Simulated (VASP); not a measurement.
# BP (an interface model) in VASP: a series of runs, part 2 of 2

VASP 6.6.1. The steps go on from the part before.

**3. Single point, PBE**

INCAR reads:

```
ALGO = Normal ; EDIFF = 1E-6
ENCUT = 520 ; GGA = PE
ISIF = 2 ; ISMEAR = 0
LASPH = True ; LCHARG = True
LELF = True ; LREAL = False
LVHAR = True ; LWAVE = False
NBANDS = 36 ; NELM = 80
PREC = Accurate ; SIGMA = 0.05
```

KPOINTS reads:

```
k-points
0
Gamma
  12 12 2
```

POSCAR reads:

```
BP
1.0
    3.2161364976      0.0000000000      0.0000000000
   -1.6080682488      2.7852559090      0.0000000000
    0.0000000000      0.0000000000     15.7557867245
B P
6 6
Direct
    0.0000000000      0.0000000000      0.0000000000
    0.3333333333      0.6666666667      0.1666666667
    0.6666666667      0.3333333333      0.3333333333
    0.6666666667      0.3333333333      0.7083333333
    0.3333333333      0.6666666667      0.5416666667
    0.0000000000      0.0000000000      0.8750000000
    0.6666666667      0.3333333333      0.2083333333
    0.3333333333      0.6666666667      0.0416666667
    0.0000000000      0.0000000000      0.3750000000
    1.0000000000      1.0000000000      0.5000000000
    0.3333333333      0.6666666667      0.6666666667
    0.6666666667      0.3333333333      0.8333333333
```

Potentials or basis: VASP PAW PBE potentials, release 64 (B, P).

Command:

```console
$ cat potpaw_PBE.64/B/POTCAR potpaw_PBE.64/P/POTCAR > POTCAR
$ mpirun -np 1 vasp_std > vasp.out
```

OUTCAR:

```text
EDIFF = 1E-6
   ENCUT = 520
   GGA = PE
   ISIF = 2
   ISMEAR = 0
   LASPH = True
   LREAL = False
   NELM = 80
   PREC = Accurate

 ion  position               nearest neighbor table
   1  0.000  0.000  0.000-   6 1.97   8 1.97   8 1.97   8 1.97
   2  0.333  0.667  0.167-   7 1.97   7 1.97   8 1.97   7 1.97
   3  0.667  0.333  0.333-   7 1.97   9 1.97   9 1.97   9 1.97
   4  0.667  0.333  0.708-  11 1.97  11 1.97  12 1.97  11 1.97
   5  0.333  0.667  0.542-  11 1.97  10 1.97  10 1.97  10 1.97
   6  0.000  0.000  0.875-   1 1.97  12 1.97  12 1.97  12 1.97
   7  0.667  0.333  0.208-   2 1.97   2 1.97   3 1.97   2 1.97
   8  0.333  0.667  0.042-   2 1.97   1 1.97   1 1.97   1 1.97
   9  0.000  0.000  0.375-  10 1.97   3 1.97   3 1.97   3 1.97
  10  0.000  0.000  0.500-   9 1.97   5 1.97   5 1.97   5 1.97
  11  0.333  0.667  0.667-   4 1.97   4 1.97   5 1.97   4 1.97
  12  0.667  0.333  0.833-   4 1.97   6 1.97   6 1.97   6 1.97

  LATTYP: Found a hexagonal cell.
 ALAT       =     3.2161364976
 C/A-ratio  =     4.8989794856

  Lattice vectors:

 A1 = (   3.2161364976,   0.0000000000,   0.0000000000)
 A2 = (  -1.6080682488,   2.7852559090,   0.0000000000)
 A3 = (   0.0000000000,   0.0000000000,  15.7557867245)

Analysis of symmetry for initial positions (statically):
=====================================================================
 Subroutine PRICEL returns:
 Original cell was already a primitive cell.

 Routine SETGRP: Setting up the symmetry group for a
 hexagonal supercell.

 Subroutine GETGRP returns: Found 12 space group operations
 (whereof  6 operations were pure point group operations)
 out of a pool of 24 trial point group operations.

The static configuration has the point symmetry C_3v.
 The point group associated with its full space group is D_3d.
[... 156 lines left out ...]
  Fermi-wavevector in a.u.,A,eV,Ry     =   1.142726  2.159439 17.766789  1.305822
  Thomas-Fermi vector in A             =   2.279423
   LORBIT       =      0    0 simple, 1 ext, 2 COOP (PROOUT), +10 PAW based schemes
   GGA     = PE    functional components
   LHFCALC =     F    Hartree Fock is set to
   AEXX    =    0.0000 exact exchange contribution
   IVDW    =     0    specifies the selected vdW correction
   LEPSILON=     F    determine dielectric tensor
   LRPA    =     F    only Hartree local field effects (RPA)
 non-spin polarized calculation
 Gauss-broadening in eV      SIGMA  =   0.05
  energy-cutoff  :      520.00
  volume of cell :      141.14
 maximum number of plane-waves:      3846
 NGX is ok and might be reduce to    24
   NGX = 11   NGY = 11   NGZ = 59

 number of electron      48.0000002 magnetization

 Free energy of the ion-electron system (eV)
  ---------------------------------------------------
  ext. energy  EPLUGINS =         0.00000000
  ---------------------------------------------------
  free energy    TOTEN  =       -75.85172454 eV

  energy without entropy =      -75.84975722  energy(sigma->0) =      -75.85074088

 E-fermi :   7.8201     XC(G=0): -10.8872

 val. band max:        7.8169601644   @ k =   0.4167  -0.0000   0.0000
 cond. band min:       7.8327702767   @ k =   0.0833  -0.0000   0.0000
 fundamental gap:      0.0158101123
 Fermi energy:         7.8200984893

 k-point     1 :       0.0000    0.0000    0.0000
  band No.  band energies     occupation
      1      -9.6705      2.00000
      2      -7.7778      2.00000
      3      -7.2396      2.00000
      4      -6.1592      2.00000
      5      -5.7171      2.00000
      6      -4.6284      2.00000
[... 925 lines left out ...]
     35      13.0013      0.00000
     36      13.2898      0.00000

 [... further k-points ...]
[... 5 lines left out ...]
  --------------------------------------------------------------------------------------
  -------------------------------------------------------------------------------------
  Total       -0.0857261     -0.0857261      4.4351848      0.0000000      0.0000000      0.0000000
  in kB       -0.9731589     -0.9731589     50.3480471      0.0000000      0.0000000      0.0000000
  external PRESSURE =      16.1339097 kB  Pullay stress =       0.0000000 kB

 VOLUME and BASIS-vectors are now :
 -----------------------------------------------------------------------------
  energy-cutoff  :      520.00
  volume of cell :      141.14
      direct lattice vectors                 reciprocal lattice vectors
     3.216136498  0.000000000  0.000000000     0.310932077  0.179516718  0.000000000
    -1.608068249  2.785255909  0.000000000     0.000000000  0.359033436  0.000000000
     0.000000000  0.000000000 15.755786725     0.000000000  0.000000000  0.063468744

 POSITION                                       TOTAL-FORCE (eV/Angst)
 -----------------------------------------------------------------------------------
      0.00000      0.00000      0.00000         0.000000     -0.000000     -1.352774
     -0.00000      1.85684      2.62596        -0.000000      0.000000      0.287780
      1.60807      0.92842      5.25193        -0.000000      0.000000      0.292433
      1.60807      0.92842     11.16035         0.000000     -0.000000     -0.287780
     -0.00000      1.85684      8.53438        -0.000000     -0.000000     -0.292433
      0.00000      0.00000     13.78631        -0.000000      0.000000      1.352774
      1.60807      0.92842      3.28246        -0.000000      0.000000     -0.258439
     -0.00000      1.85684      0.65649        -0.000000      0.000000     -0.500635
      0.00000      0.00000      5.90842        -0.000000      0.000000     -4.655986
      0.00000      0.00000      7.87789        -0.000000     -0.000000      4.655986
     -0.00000      1.85684     10.50386         0.000000     -0.000000      0.258439
      1.60807      0.92842     13.12982         0.000000      0.000000      0.500635
 -----------------------------------------------------------------------------------
    total drift:                                0.000000      0.000000      0.000000

  FREE ENERGIE OF THE ION-ELECTRON SYSTEM (eV)
  ---------------------------------------------------
  free  energy   TOTEN  =       -75.8517245414 eV

  energy  without entropy=      -75.8497572193  energy(sigma->0) =      -75.85074088
```

OSZICAR:

```text
N       E                     dE             d eps       ncg     rms          rms(c)
DAV:   1     0.136502521778E+03    0.13650E+03   -0.21207E+04  2736   0.119E+03
DAV:   2    -0.695013535481E+02   -0.20600E+03   -0.19302E+03  3504   0.201E+02
DAV:   3    -0.803148119551E+02   -0.10813E+02   -0.10687E+02  3540   0.438E+01
[... 12 lines left out ...]
DAV:  16    -0.758517457367E+02    0.58311E-04   -0.57702E-05  3852   0.771E-02    0.120E-01
DAV:  17    -0.758517375750E+02    0.81617E-05   -0.19468E-05  3356   0.225E-02    0.837E-02
DAV:  18    -0.758517283042E+02    0.92708E-05   -0.12140E-05  3344   0.141E-02    0.398E-02
DAV:  19    -0.758517248600E+02    0.34442E-05   -0.39407E-06  3496   0.125E-02    0.176E-02
DAV:  20    -0.758517245414E+02    0.31856E-06   -0.97619E-07  2032   0.542E-03
   1 F= -.75851725E+02 E0= -.75850741E+02  d E =-.196732E-02
```

Run time: 3.5 min. Hardware: 1 thread of Intel Xeon Platinum 8259CL at 2.50GHz (Skylake/Cascade Lake), shared host; peak memory 0.33 GiB.

Results:

- Free energy: -75.8517 eV
- Pressure: 1.6 GPa
- Largest force: 4.656 eV/Å
- Band gap on the k mesh: zero (band 24 reaches 8.04 eV, above the bottom of band 25 at 7.77 eV)

Forces on the atoms (eV/Å):
```
B    0.000  0.000 -1.353
B    0.000  0.000  0.288
B    0.000  0.000  0.292
B    0.000  0.000 -0.288
B    0.000  0.000 -0.292
B    0.000  0.000  1.353
P    0.000  0.000 -0.258
P    0.000  0.000 -0.501
P    0.000  0.000 -4.656
P    0.000  0.000  4.656
P    0.000  0.000  0.258
P    0.000  0.000  0.501
```

Stress tensor (GPa, compression positive):
```
-0.10  0.00  0.00
 0.00 -0.10  0.00
 0.00  0.00  5.03
```

**4. Single point, PBE**

INCAR reads:

```
  PREC = Accurate
  ENCUT = 520
  EDIFF = 1E-7
  ISMEAR = 0
  SIGMA = 0.05
  LREAL = F
  LASPH = T
  NELM = 100
  ALGO = Normal
  ISIF = 2
  LWAVE = F
  LCHARG = F
  GGA = PE
  NBANDS = 36
```

KPOINTS reads:

```
Automatic mesh
0
Gamma
  12 12 2
```

POSCAR reads:

```
BP
1.0
    3.2161364976      0.0000000000      0.0000000000
   -1.6080682488      2.7852559090      0.0000000000
    0.0000000000      0.0000000000     15.7661869975
B P
6 6
Direct
    0.0000000000      0.0000000000     -0.0068609669
    0.3333333333      0.6666666667      0.1609955077
    0.6666666667      0.3333333333      0.3277837962
    0.6666666667      0.3333333333      0.7140044923
    0.3333333333      0.6666666667      0.5472162038
    0.0000000000      0.0000000000      0.8818609669
    0.6666666667      0.3333333333      0.2015394328
    0.3333333333      0.6666666667      0.0354802181
    0.0000000000      0.0000000000      0.3667209788
    1.0000000000      1.0000000000      0.5082790212
    0.3333333333      0.6666666667      0.6734605672
    0.6666666667      0.3333333333      0.8395197819
```

Command:

```console
$ cat potpaw_PBE.64/B/POTCAR potpaw_PBE.64/P/POTCAR > POTCAR
$ mpirun -np 1 vasp_std > vasp.out
```

Run time: 4 min. Hardware: 1 thread of Intel Xeon Platinum 8259CL at 2.50GHz (Skylake/Cascade Lake), shared host; peak memory 0.32 GiB.

Results (log left out):

| Property | Result |
| --- | --- |
| Free energy | -76.5437 eV |
| Pressure | 0.0 GPa |
| Largest force | 0.019 eV/Å |
| Band gap on the k mesh | zero (band 24 reaches 8.20 eV, above the bottom of band 25 at 7.92 eV) |

Forces on the atoms (eV/Å):
```
B    0.000  0.000  0.009
B    0.000  0.000 -0.003
B    0.000  0.000 -0.006
B    0.000  0.000  0.003
B    0.000  0.000  0.006
B    0.000  0.000 -0.009
P    0.000  0.000  0.005
P    0.000  0.000  0.010
P    0.000  0.000  0.019
P    0.000  0.000 -0.019
P    0.000  0.000 -0.005
P    0.000  0.000 -0.010
```

Stress tensor (GPa, compression positive):
```
 0.16  0.00  0.00
 0.00  0.16  0.00
 0.00  0.00 -0.34
```

Levels at points of the mesh, in eV from the Fermi level:
| k point | band 22 | band 23 | band 24 | band 25 | band 26 | band 27 |
| --- | --- | --- | --- | --- | --- | --- |
| (0.00, 0.00, 0.00) | -0.21 | 0.19 | 0.19 | 1.86 | 1.91 | 2.01 |
| (0.50, 0.00, 0.00) | -2.87 | -1.63 | -1.62 | 0.00 | 0.05 | 1.05 |
| (0.00, 0.00, 0.50) | -0.78 | 0.16 | 0.16 | 1.88 | 2.06 | 2.06 |
| (0.50, 0.00, 0.50) | -2.80 | -1.83 | -1.65 | 0.05 | 0.16 | 1.16 |
